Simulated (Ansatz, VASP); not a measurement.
**TiO2: VASP beside Ansatz**

Contents of INCAR:

```
SYSTEM = TiO2
PREC = Accurate
ENCUT = 600
EDIFF = 1E-6
ISMEAR = -1
SIGMA = 0.05
LREAL = .False.
LASPH = .True.
NELM = 80
ALGO = Normal
ISIF = 3
LWAVE = .False.
LCHARG = .False.
GGA = PS
IVDW = 12
IBRION = 2
NSW = 60
EDIFFG = -0.01
```

File KPOINTS:

```
regular mesh
0
Gamma
  6 6 9
  0 0 0
```

POSCAR

```
TiO2
1.0
    4.5998373239      0.0000000000      0.0000000000
    0.0000000000      4.5998373239      0.0000000000
    0.0000000000      0.0000000000      2.9592135600
Ti O
2 4
Direct
    0.0000000000      0.0000000000      0.5000000000
    0.5000000000      0.5000000000      0.0000000000
    0.3043213200      0.3043213200      0.5000000000
    0.1956786800      0.8043213200      0.0000000000
    0.8043213200      0.1956786800      0.0000000000
    0.6956786800      0.6956786800      0.5000000000
```

input.yaml

```yaml
crystal:
  lattice:
    - [4.5998373239, 0.0, 0.0]
    - [0.0, 4.5998373239, 0.0]
    - [0.0, 0.0, 2.95921356]
  atoms:
    - { symbol: Ti, position: [0.0, 0.0, 0.5] }
    - { symbol: Ti, position: [0.5, 0.5, 0.0] }
    - { symbol: O, position: [0.30432132, 0.30432132, 0.5] }
    - { symbol: O, position: [0.19567868, 0.80432132, 0.0] }
    - { symbol: O, position: [0.80432132, 0.19567868, 0.0] }
    - { symbol: O, position: [0.69567868, 0.69567868, 0.5] }
hamiltonian:
  xc: pbesol
  pseudopotentials: { kind: paw }
  dispersion: d3bj
kpoints:
  mp_grid: { grid: [6, 6, 9] }
scf:
  occupations: { method: fermi_dirac, width: 0.05 }
output:
  forces: true
  stress: true
  eigenvalues: true
relax:
  f_tol: 0.01
  max_steps: 40
  cell: { stress_tol: 0.05 }
```

Alike in both runs: task relaxation of cell and atoms; functional PBEsol; dispersion D3(BJ); k mesh 6 × 6 × 9; occupations fermi-dirac, width 0.05 eV; no spin polarisation.

|  | VASP | Ansatz |
| --- | --- | --- |
| version | VASP 6.6.1 | Ansatz 0.2.0 |
| potentials or method | VASP PAW PBE potentials, release 64 (Ti_sv, O) | Ansatz PAW |
| plane-wave cutoff (eV) | 600 | 420 |
| valence electrons in the cell | 48 | 48 |

|  | VASP | Ansatz | Ansatz less VASP |
| --- | --- | --- | --- |
| gap on the k mesh at the Fermi level, each at its own relaxed structure (eV) | 1.84 | 1.88 | +0.036 |
| relaxed volume (Å³/atom) | 10.19 | 10.17 | -0.012 |
| relaxed cell length with the largest relative difference (Å) | 2.932 | 2.930 | -0.0020 |

VASP's potentials were made for PBE, not for PBEsol.

Noted on Ansatz's run: odd divisions of the mesh miss points on the zone boundary, where band edges often lie, so the gap on the mesh can be too wide; the plane-wave basis is chosen anew once the cell has moved, so the energies of steps on either side of that aren't comparable.
